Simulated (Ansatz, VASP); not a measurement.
# Ca2Cl: VASP beside Ansatz

```
Ca Cl
1.0
     5.19486    2.99926    3.01901
    -5.19486    2.99926    3.01901
     0.00000   -5.99851    3.01901
Ca Cl
6 3
Direct
  0.22731 0.63663 0.22731
  0.22731 0.22731 0.63663
  0.63663 0.22731 0.22731
  0.77269 0.36337 0.77269
  0.36337 0.77269 0.77269
  0.77269 0.77269 0.36337
  0.50000 0.50000 0.00000
  0.00000 0.50000 0.50000
  0.50000 0.00000 0.50000
```

Alike in both runs: task single point; functional PBE; k mesh 3 × 3 × 3; occupations gaussian, width 0.1 eV; no spin polarisation.

|  | VASP | Ansatz |
| --- | --- | --- |
| version | VASP 6.6.1 | Ansatz 0.2.0 |
| potentials or method | VASP PAW PBE potentials, release 64 (Ca_sv, Cl), cutoff 520 eV | scalar-relativistic, plane waves, PAW |
| valence electrons in the cell | 81 | 81 |

Ansatz gave:

| Property | Result |
| --- | --- |
| gap on the k mesh at the Fermi level (eV) | none |
| pressure (GPa) | 3.8 |
| traceless stress, the component that is largest in VASP (GPa) | 0.41 |
| rms of the force components (eV/Å) | 0.215 |

Which values does VASP return?

gap on the k mesh at the Fermi level (eV): none; pressure (GPa): 3.9; traceless stress, the component that is largest in VASP (GPa): 0.41; rms of the force components (eV/Å): 0.220.

Atom by atom the forces differ by 0.006 eV/Å (rms over components). A gap of «none» marks a metal or a gap that the smearing closes.
